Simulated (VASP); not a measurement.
The system is BP.

```xyz
2
Lattice="0.0000 2.2989 2.2989 2.2989 0.0000 2.2989 2.2989 2.2989 0.0000" Properties=species:S:1:pos:R:3 pbc="T T T"
B     0.0000    0.0000    0.0000
P     1.1494    1.1494    1.1494
```

Base run:

```yaml
Program: VASP 6.6.1
Functional: PBE
Potentials_or_basis: VASP PAW PBE potentials, release 64 (B, P)
Cutoff: 500 eV
k_mesh: 6 × 6 × 6
Occupations: gaussian, width 0.01 eV
Spin: no spin polarisation
```

Its results: band gap on the k mesh 1.41 eV, indirect (least direct gap 3.34 eV); pressure -5.0 GPa.

The run is repeated on the same cell with these changes: k mesh from 6 × 6 × 6 to 4 × 4 × 4. What comes out?

Band gap on the k mesh 1.39 eV, indirect (least direct gap 3.33 eV); pressure -4.1 GPa.

Caveats: some runs use coarse meshes.

A k mesh can miss the band edges.
